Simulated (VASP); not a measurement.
# TaN (P6_3mc) in VASP: notebook

TaN is run at these levels: LDA; tasks: single point.

All numbers are computed with VASP 6.6.1; they aren't measurements. Logs are shortened: lines on timing, memory, paths and dates and some standing lists are left out, and cuts for length are marked.

## Step 1: The cell of the first run

The structure is hexagonal, space group P6_3mc (No. 186). The conventional cell has a = 3.030 Å, b = 3.030 Å, c = 4.907 Å, α = 90.00°, β = 90.00°, γ = 120.00°. Ta (site symmetry 3m) has 4 N at 1.84 to 1.89 Å within 2.4 Å. N (site symmetry 3m) has 4 Ta at 1.84 to 1.89 Å within 2.4 Å.

## Step 2: Single point, LDA (volume scaled by 0.98)

INCAR reads:

```
ALGO = Normal ; EDIFF = 1E-7
ENCUT = 520 ; ISIF = 2
ISMEAR = -1 ; LASPH = T
LCHARG = F ; LREAL = F
LWAVE = F ; NBANDS = 24
NELM = 100 ; PREC = Accurate
SIGMA = 0.03
```

KPOINTS reads:

```
k-points
0
Gamma
  9 9 5
```

POSCAR reads:

```
TaN
1.0
    3.0295306677      0.0000000000      0.0000000000
   -1.5147653339      2.6236505199      0.0000000000
    0.0000000000      0.0000000000      4.9068446386
Ta N
2 2
Direct
    0.3333333333      0.6666666667      0.0000000000
    0.6666666667      0.3333333333      0.5000000000
    0.3333333333      0.6666666667      0.3850000000
    0.6666666667      0.3333333333      0.8850000000
```

Potentials or basis: VASP PAW LDA potentials, release 64 (Ta_pv, N).

On the command line:

```bash
$ cat potpaw_LDA.64/Ta_pv/POTCAR potpaw_LDA.64/N/POTCAR > POTCAR
$ mpirun -np 1 vasp_std > vasp.out
```

OUTCAR:

```text
EDIFF = 1E-7
   ENCUT = 520
   ISIF = 2
   ISMEAR = -1
   LASPH = T
   LREAL = F
   NELM = 100
   PREC = Accurate

 ion  position               nearest neighbor table
   1  0.333  0.667  0.000-   4 1.84   4 1.84   4 1.84   3 1.89   2 3.01   2 3.01   2 3.01   2 3.01
                             2 3.01   2 3.01
   2  0.667  0.333  0.500-   3 1.84   3 1.84   3 1.84   4 1.89   1 3.01   1 3.01   1 3.01   1 3.01
                             1 3.01   1 3.01
   3  0.333  0.667  0.385-   2 1.84   2 1.84   2 1.84   1 1.89
   4  0.667  0.333  0.885-   1 1.84   1 1.84   1 1.84   2 1.89

  LATTYP: Found a hexagonal cell.
 ALAT       =     3.0295306677
 C/A-ratio  =     1.6196715521

  Lattice vectors:

 A1 = (   3.0295306677,   0.0000000000,   0.0000000000)
 A2 = (  -1.5147653339,   2.6236505199,   0.0000000000)
 A3 = (   0.0000000000,   0.0000000000,   4.9068446386)

Analysis of symmetry for initial positions (statically):
=====================================================================
 Subroutine PRICEL returns:
 Original cell was already a primitive cell.

 Routine SETGRP: Setting up the symmetry group for a
 hexagonal supercell.

 Subroutine GETGRP returns: Found 12 space group operations
 (whereof  6 operations were pure point group operations)
 out of a pool of 24 trial point group operations.

The static configuration has the point symmetry C_3v.
 The point group associated with its full space group is C_6v.

Analysis of symmetry for dynamics (positions and initial velocities):
=====================================================================
 Subroutine PRICEL returns:
 Original cell was already a primitive cell.

 Routine SETGRP: Setting up the symmetry group for a
 hexagonal supercell.

 Subroutine GETGRP returns: Found 12 space group operations
 (whereof  6 operations were pure point group operations)
 out of a pool of 24 trial point group operations.

The dynamic configuration has the point symmetry C_3v.
 The point group associated with its full space group is C_6v.

 Subroutine INISYM returns: Found 12 space group operations
 (whereof  6 operations are pure point group operations),
 and found     1 'primitive' translations

----------------------------------------------------------------------------------------

                                     Primitive cell

  volume of cell :      39.0017

  direct lattice vectors                    reciprocal lattice vectors
     3.029530668  0.000000000  0.000000000     0.330084132  0.190574162  0.000000000
    -1.514765334  2.623650520  0.000000000     0.000000000  0.381148325  0.000000000
     0.000000000  0.000000000  4.906844639     0.000000000  0.000000000  0.203796956

  length of vectors
     3.029530668  3.029530668  4.906844639     0.381148325  0.381148325  0.203796956

  position of ions in fractional coordinates (direct lattice)
     0.333333333  0.666666667  0.000000000
     0.666666667  0.333333333  0.500000000
     0.333333333  0.666666667  0.385000000
     0.666666667  0.333333333  0.885000000

  ion indices of the primitive-cell ions
   primitive index   ion index
                 1           1
                 2           2
                 3           3
                 4           4

----------------------------------------------------------------------------------------

 KPOINTS: k-points

Automatic generation of k-mesh.
 Grid dimensions read from file:
 generate k-points for:    9    9    5

 Generating k-lattice:

  Cartesian coordinates                     Fractional coordinates (reciprocal lattice)
     0.036676015  0.021174907  0.000000000     0.111111111  0.000000000  0.000000000
     0.000000000  0.042349814  0.000000000     0.000000000  0.111111111  0.000000000
     0.000000000  0.000000000  0.040759391     0.000000000  0.000000000  0.200000000

  Length of vectors
     0.042349814  0.042349814  0.040759391

  Shift w.r.t. Gamma in fractional coordinates (k-lattice)
     0.000000000  0.000000000  0.000000000

 Subroutine IBZKPT returns following result:
 ===========================================

 Found     36 irreducible k-points:

 Following reciprocal coordinates:
            Coordinates               Weight
  0.000000  0.000000  0.000000      1.000000
  0.111111  0.000000  0.000000      6.000000
  0.222222  0.000000  0.000000      6.000000
  0.333333  0.000000  0.000000      6.000000
  0.444444  0.000000  0.000000      6.000000
  0.111111  0.111111  0.000000      6.000000
[... 16 lines left out ...]
  0.333333  0.222222  0.200000     24.000000
  0.333333  0.333333  0.200000      4.000000
 [... further k-points ...]
   k-points           NKPTS =     36   k-points in BZ     NKDIM =     36   number of bands    NBANDS=     24
   number of dos      NEDOS =    301   number of ions     NIONS =      4
   total plane-waves  NPLWV =  20736
   dimension x,y,z NGX =    24 NGY =   24 NGZ =   36
   dimension x,y,z NGXF=    48 NGYF=   48 NGZF=   72
   ions per type =               2   2
   NGX,Y,Z   is equivalent  to a cutoff of  13.17, 13.17, 12.20 a.u.
   NGXF,Y,Z  is equivalent  to a cutoff of  26.34, 26.34, 24.39 a.u.
 SYSTEM =  unknown system
   PREC   = accura    normal or accurate (medium, high low for compatibility)
   ISTART =      0    job   : 0-new  1-cont  2-samecut
   ICHARG =      2    charge: 1-file 2-atom 10-const
   ISPIN  =      1    spin polarized calculation?
   LNONCOLLINEAR =      F non collinear calculations
   LSORBIT =      F    spin-orbit coupling
   LASPH  =      T    aspherical Exc in radial PAW
   ENCUT  =  520.0 eV  38.22 Ry    6.18 a.u.   5.63  5.63  9.12*2*pi/ulx,y,z
   NELM   =    100;   NELMIN=  2; NELMDL= -5     # of ELM steps
   EDIFF  = 0.1E-06   stopping-criterion for ELM
   LREAL  =      F    real-space projection
   EDIFFG = 0.1E-05   stopping-criterion for IOM
   NSW    =      0    number of steps for IOM
   IBRION =     -1    ionic relax: 0-MD 1-quasi-New 2-CG
   NFREE  =      0    steps in history (QN), initial steepest desc. (CG)
   ISIF   =      2    stress and relaxation
   ISYM   =      2    0-nonsym 1-usesym 2-fastsym
   POTIM  = 0.5000    time-step for ionic-motion
   TEBEG  =    0.0;   TEEND  =   0.0 temperature during run
   PSTRESS=    0.0 pullay stress
   NELECT =      32.0000    total number of electrons
   NUPDOWN=      -1.0000    fix difference up-down
   EMIN   =  10.00;   EMAX   =-10.00  energy-range for DOS
   EFERMI =   0.00;   METHOD = LEGACY
   ISMEAR =    -1;   SIGMA  =   0.03  broadening in eV -4-tet -1-fermi 0-gaus
   EFERMI_NEDOS =   21; number of points for ismear=-14 and -15
   IALGO  =     38    algorithm
   IMIX   =      4    mixing-type and parameters
     AMIX     =   0.40;   BMIX     =  1.00
     AMIX_MAG =   1.60;   BMIX_MAG =  1.00
  volume/ion in A,a.u.               =       9.75        65.80
  Fermi-wavevector in a.u.,A,eV,Ry     =   1.532605  2.896204 31.958432  2.348878
  Thomas-Fermi vector in A             =   2.639788
   LORBIT       =      0    0 simple, 1 ext, 2 COOP (PROOUT), +10 PAW based schemes
   GGA     = CA    functional components
   LHFCALC =     F    Hartree Fock is set to
   AEXX    =    0.0000 exact exchange contribution
   IVDW    =     0    specifies the selected vdW correction
   LEPSILON=     F    determine dielectric tensor
   LRPA    =     F    only Hartree local field effects (RPA)
 non-spin polarized calculation
  energy-cutoff  :      520.00
  volume of cell :       39.00
 maximum number of plane-waves:      1087
 NGX is ok and might be reduce to    24
   NGX = 11   NGY = 11   NGZ = 19

 number of electron      32.0000000 magnetization

 Free energy of the ion-electron system (eV)
  ---------------------------------------------------
  ext. energy  EPLUGINS =         0.00000000
  ---------------------------------------------------
  free energy    TOTEN  =       -42.35676590 eV

  energy without entropy =      -42.34935666  energy(sigma->0) =      -42.35306128

 E-fermi :   9.8792     XC(G=0): -13.8780

 val. band max:        9.8791015972   @ k =   0.1111   0.0000   0.4000
 cond. band min:       9.8844854032   @ k =   0.2222   0.0000   0.0000
 fundamental gap:      0.0053838060
 Fermi energy:         9.8791699022

 k-point     1 :       0.0000    0.0000    0.0000
  band No.  band energies     occupation
      1     -26.1105      2.00000
      2     -24.9177      2.00000
      3     -24.9177      2.00000
      4     -24.7078      2.00000
      5     -24.7078      2.00000
      6     -24.6323      2.00000
[... 16 lines left out ...]
     23      16.6865      0.00000
     24      16.6865      0.00000

 k-point     2 :       0.1111    0.0000    0.0000
  band No.  band energies     occupation
      1     -26.0631      2.00000
      2     -25.0550      2.00000
      3     -24.9578      2.00000
      4     -24.8645      2.00000
      5     -24.7306      2.00000
      6     -24.6550      2.00000
[... 16 lines left out ...]
     23      16.6884      0.00000
     24      17.2696      0.00000

 k-point     3 :       0.2222    0.0000    0.0000
  band No.  band energies     occupation
      1     -25.9437      2.00000
      2     -25.3813      2.00000
      3     -25.2328      2.00000
      4     -25.0553      2.00000
      5     -24.7904      2.00000
      6     -24.7241      2.00000
[... 16 lines left out ...]
     23      17.1662      0.00000
     24      18.5381      0.00000

 k-point     4 :       0.3333    0.0000    0.0000
  band No.  band energies     occupation
      1     -25.9141      2.00000
      2     -25.6601      2.00000
      3     -25.5480      2.00000
      4     -25.1609      2.00000
      5     -24.8604      2.00000
      6     -24.8364      2.00000
[... 16 lines left out ...]
     23      17.0148      0.00000
     24      18.3116      0.00000

 k-point     5 :       0.4444    0.0000    0.0000
  band No.  band energies     occupation
      1     -26.0816      2.00000
      2     -25.8665      2.00000
      3     -25.4689      2.00000
      4     -25.2275      2.00000
      5     -24.9555      2.00000
      6     -24.9066      2.00000
[... 451 lines left out ...]
 k-point    22 :       0.2222    0.2222    0.2000
  band No.  band energies     occupation
      1     -25.9438      2.00000
      2     -25.8082      2.00000
      3     -25.3352      2.00000
      4     -25.3225      2.00000
      5     -25.0709      2.00000
      6     -24.8832      2.00000
[... 16 lines left out ...]
     23      17.5793      0.00000
     24      18.3792      0.00000

 k-point    23 :       0.3333    0.2222    0.2000
  band No.  band energies     occupation
      1     -26.0001      2.00000
      2     -25.9013      2.00000
      3     -25.4913      2.00000
      4     -25.2328      2.00000
      5     -25.1759      2.00000
      6     -24.9757      2.00000
[... 16 lines left out ...]
     23      17.2592      0.00000
     24      17.7677      0.00000

 k-point    24 :       0.3333    0.3333    0.2000
  band No.  band energies     occupation
      1     -25.9077      2.00000
      2     -25.9077      2.00000
      3     -25.6363      2.00000
      4     -25.3082      2.00000
      5     -25.0863      2.00000
      6     -25.0863      2.00000
[... 16 lines left out ...]
     23      17.7502      0.00000
     24      17.7502      0.00000

 [... further k-points ...]
[... 5 lines left out ...]
  --------------------------------------------------------------------------------------
  -------------------------------------------------------------------------------------
  Total       35.6694035     35.6694035     28.8520214     -0.0000000      0.0000000      0.0000000
  in kB     1465.2872950   1465.2872952   1185.2314909     -0.0000000      0.0000000      0.0000000
  external PRESSURE =    1371.9353604 kB  Pullay stress =       0.0000000 kB

 VOLUME and BASIS-vectors are now :
 -----------------------------------------------------------------------------
  energy-cutoff  :      520.00
  volume of cell :       39.00
      direct lattice vectors                 reciprocal lattice vectors
     3.029530668  0.000000000  0.000000000     0.330084132  0.190574162  0.000000000
    -1.514765334  2.623650520  0.000000000     0.000000000  0.381148325  0.000000000
     0.000000000  0.000000000  4.906844639     0.000000000  0.000000000  0.203796956

 POSITION                                       TOTAL-FORCE (eV/Angst)
 -----------------------------------------------------------------------------------
     -0.00000      1.74910      0.00000         0.000000      0.000000      2.293434
      1.51477      0.87455      2.45342        -0.000000     -0.000000      2.293434
     -0.00000      1.74910      1.88914         0.000000      0.000000     -2.293434
      1.51477      0.87455      4.34256        -0.000000     -0.000000     -2.293434
 -----------------------------------------------------------------------------------
    total drift:                               -0.000000      0.000000      0.000013

  FREE ENERGIE OF THE ION-ELECTRON SYSTEM (eV)
  ---------------------------------------------------
  free  energy   TOTEN  =       -42.3567658961 eV

  energy  without entropy=      -42.3493566573  energy(sigma->0) =      -42.35306128
```

Wall time 14 s (1 thread of Intel Xeon Platinum 8488C (Sapphire Rapids), shared host); peak memory 0.15 GiB.

What came out:

* Free energy: -42.3568 eV
* Pressure: 137.2 GPa
* Largest force: 2.293 eV/Å
* Band gap on the k mesh: zero (band 16 reaches 10.41 eV, above the bottom of band 17 at 8.17 eV)

Forces in eV/Å, atoms in the order of the input:
```
Ta   0.000  0.000  2.293
Ta   0.000  0.000  2.293
N    0.000  0.000 -2.293
N    0.000  0.000 -2.293
```

Levels at points of the mesh, in eV from the Fermi level:
```csv
k point,band 12,band 13,band 14,band 15,band 16,band 17,band 18,band 19,band 20,band 21
"(0.00, 0.00, 0.00)",-7.96,-7.96,-7.45,-0.91,-0.91,-0.14,2.23,2.69,2.69,4.59
```

Caveat: spin-orbit coupling is left out, which moves the levels of the heavy elements; forces of over 1 eV/Å act on the atoms, so gaps and moduli don't describe the material at rest.

(Continued in part 2 of 2.)
